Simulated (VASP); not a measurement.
Here is a VASP 6.6.1 calculation.

The input INCAR:

```
SYSTEM = Si2Ni
PREC = Accurate ; ENCUT = 520
EDIFF = 1E-7 ; ISMEAR = 0
SIGMA = 0.1 ; LREAL = .FALSE.
LASPH = .TRUE. ; NELM = 60
ALGO = Normal ; ISIF = 2
LWAVE = .FALSE. ; LCHARG = .FALSE.
GGA = PE ; IVDW = 12
NBANDS = 16
```

Contents of KPOINTS:

```
regular mesh
0
G
  14 14 14
  0 0 0
```

POSCAR

```
Si2Ni
1.0
    0.0000000000      2.6908132315      2.6908132315
    2.6908132315      0.0000000000      2.6908132315
    2.6908132315      2.6908132315      0.0000000000
Si Ni
2 1
Direct
    0.2500000000      0.2500000000      0.2500000000
    0.7500000000      0.7500000000      0.7500000000
    0.0000000000      0.0000000000      0.0000000000
```

Potentials or basis: VASP PAW PBE potentials, release 64 (Si, Ni).

Run with:

```console
$ cat potpaw_PBE.64/Si/POTCAR potpaw_PBE.64/Ni/POTCAR > POTCAR
$ mpirun -np 1 vasp_std > vasp.out
```

**Question.** Estimate the band gap on the k mesh.

**Answer.** Zero (band 9 reaches 12.38 eV, above the bottom of band 10 at 10.26 eV).

**Question.** Estimate the pressure.

**Answer.** -0.1 GPa.

**Question.** What does it give for the dispersion energy per atom?

**Answer.** -0.451 eV.

Caveat: pairwise dispersion overbinds metals, which lowers pressure and volume. Spin polarisation is off, so any magnetic state and its effect on volume and gap are missing.
